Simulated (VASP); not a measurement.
Set up this calculation in VASP 6.6.1, as the native input.

* Task: relaxation of shape and atoms at fixed volume
* Functional: PBEsol
* Potentials or basis: VASP PAW PBE potentials, release 64 (Al, Ga_d, N)
* Cutoff: 600 eV
* k mesh: 6 × 8 × 4
* Occupations: gaussian, width 0.02 eV
* Spin: no spin polarisation
* Dipole correction: no
* Further INCAR settings: ALGO = Normal; EDIFF = 1e-06; IBRION = 2; EDIFFG = -0.01; NSW = 50; ISIF = 4

The structure of Al3GaN4 lies in POSCAR:

```
Al3GaN4
1.0
    4.8786576358      0.0000000000     -0.0002333098
    0.0000000000      3.0362969148      0.0000000000
   -0.0035009465      0.0000000000      5.2542880531
Al Ga N
3 1 4
Direct
    0.5006373934      0.5000000000      0.1674884824
    0.0014391234      0.5000000000      0.8349917928
    0.0015169305      0.0000000000      0.3314958364
    0.4993937442      0.0000000000      0.6660263552
    0.1104356639      0.0000000000      0.6662677553
    0.1223046298      0.5000000000      0.1672998370
    0.6248486209      0.5000000000      0.8402325366
    0.6230228938      0.0000000000      0.3261984044
```

These files were run (other wordings do the same):

INCAR

```
  ALGO = Normal
  EDIFF = 1E-6
  EDIFFG = -0.01
  ENCUT = 600
  GGA = PS
  IBRION = 2
  ISIF = 4
  ISMEAR = 0
  LASPH = T
  LCHARG = F
  LREAL = F
  LWAVE = F
  NELM = 100
  NSW = 50
  PREC = Accurate
  SIGMA = 0.02
```

KPOINTS

```
k-points
0
Gamma
  6 8 4
```

Potentials or basis: VASP PAW PBE potentials, release 64 (Al, Ga_d, N).

The run is started by

```sh
$ cat potpaw_PBE.64/Al/POTCAR potpaw_PBE.64/Ga_d/POTCAR potpaw_PBE.64/N/POTCAR > POTCAR
$ mpirun -np 1 vasp_std > vasp.out
```

Results of the run:

| Quantity | Value |
| --- | --- |
| Energy gained by relaxing | 0.0 meV/atom |
| Ionic steps | 4 |
| Pressure after relaxing | 22.4 GPa |
| Largest force after relaxing | 0.009 eV/Å |
| Band gap on the k mesh | 4.25 eV |

Caveat: the PAW data sets were made with another functional, which shifts forces and pressure a little.

It took 2.3 min on 1 thread of Intel(R) Xeon(R) 6975P-C (Granite Rapids), on a shared host, peak memory 0.3 GiB.
